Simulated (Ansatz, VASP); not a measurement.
## Te in VASP and in Ansatz

```
Te
1.0
    -1.93180    1.93180    1.93180
     1.93180   -1.93180    1.93180
     1.93180    1.93180   -1.93180
Te
1
Direct
  0.00000 0.00000 0.00000
```

Alike in both runs: task relaxation of cell and atoms; functional LDA; k mesh 11 × 11 × 11; occupations fermi-dirac, width 0.1 eV; no spin polarisation.

```csv
,VASP,Ansatz
version,VASP 6.6.1,Ansatz 0.2.0
potentials or method,"VASP PAW LDA potentials, release 64 (Te), cutoff 600 eV","plane waves (420 eV) with PAW, scalar-relativistic"
valence electrons in the cell,6,16
```

|  | VASP | Ansatz | Ansatz less VASP |
| --- | --- | --- | --- |
| relaxed volume (Å³/atom) | 26.63 | 26.62 | -0.010 |
| relaxed cell length with the largest relative difference (Å) | 3.258 | 3.258 | -0.0004 |

Ansatz warns that its potentials were made for another functional, while VASP's fit it. LDA's correlation is that of Perdew and Zunger in VASP and of Perdew and Wang (1992) in Ansatz. VASP's potentials hold 6 valence electrons a cell and Ansatz's 16, so a difference there can come from the potentials and not from the codes.

Neither program's run includes spin-orbit coupling.
